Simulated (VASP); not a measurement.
Wanted: the native input for a VASP 6.6.1 run.

```yaml
Task: single point
Functional: r2SCAN
Potentials_or_basis: VASP PAW PBE potentials, release 64 (Si)
Cutoff: 520 eV
k_mesh: 12 × 12 × 4
Occupations: gaussian, width 0.05 eV
Spin: no spin polarisation
Dipole_correction: no
Further_INCAR_settings: ALGO = Normal; EDIFF = 1e-06; NBANDS = 16
```

The system is Si.

```
CELL_PARAMETERS angstrom
3.81007 0.01128 0.06318
-1.89526 3.35432 -0.06897
0.10457 -0.07143 6.28292
ATOMIC_POSITIONS crystal
Si 0.34158 0.68448 0.06295
Si 0.66874 0.34390 0.55942
Si 0.32181 0.64042 0.44170
Si 0.66788 0.33121 0.93593
```

This cell differs from its parent crystal: atoms moved at random and the cell strained at random.

The input as run:

POSCAR

```
Si
1.0
    3.8100731363      0.0112833125      0.0631845810
   -1.8952649329      3.3543189284     -0.0689686222
    0.1045706724     -0.0714273989      6.2829244983
Si
4
Direct
    0.3415750985      0.6844752036      0.0629501279
    0.6687353501      0.3438969337      0.5594210993
    0.3218142337      0.6404208090      0.4417025094
    0.6678753177      0.3312070537      0.9359262635
```

INCAR.step1

```
SYSTEM = Si
ALGO = Normal
EDIFF = 1E-4
ENCUT = 520
GGA = PE
ISMEAR = 0
LASPH = .TRUE.
LCHARG = .FALSE.
LREAL = .FALSE.
LWAVE = .TRUE.
NBANDS = 16
NELM = 80
PREC = Accurate
SIGMA = 0.05
```

INCAR.step2

```
SYSTEM = Si
ALGO = Normal
EDIFF = 1E-6
ENCUT = 520
ISIF = 2
ISMEAR = 0
ISTART = 1
LASPH = .TRUE.
LCHARG = .FALSE.
LMIXTAU = .TRUE.
LREAL = .FALSE.
LWAVE = .FALSE.
METAGGA = R2SCAN
NBANDS = 16
NELM = 80
PREC = Accurate
SIGMA = 0.05
```

KPOINTS

```
k-points
0
G
  12 12 4
  0 0 0
```

Potentials or basis: VASP PAW PBE potentials, release 64 (Si).

Launch:

```bash
$ cat potpaw_PBE.64/Si/POTCAR > POTCAR
$ cp INCAR.step1 INCAR
$ mpirun -np 1 vasp_std > vasp.out
$ cp INCAR.step2 INCAR
$ mpirun -np 1 vasp_std > vasp.out
```

It gave:

```json
{
 "Pressure": "0.3 GPa",
 "Largest force": "1.702 eV/Å",
 "Band gap on the k mesh": "0.13 eV (least direct gap 0.83 eV)"
}
```

Caveat: the cell differs from its parent crystal (atoms moved at random and the cell strained at random); the stress differs along the axes, from -3 to 3 GPa; the PAW data sets were made with another functional, which shifts forces and pressure a little.

It took 18 min on 1 thread of Oxide Virtual Turin-like Processor, with other jobs on the host, peak memory 0.35 GiB.
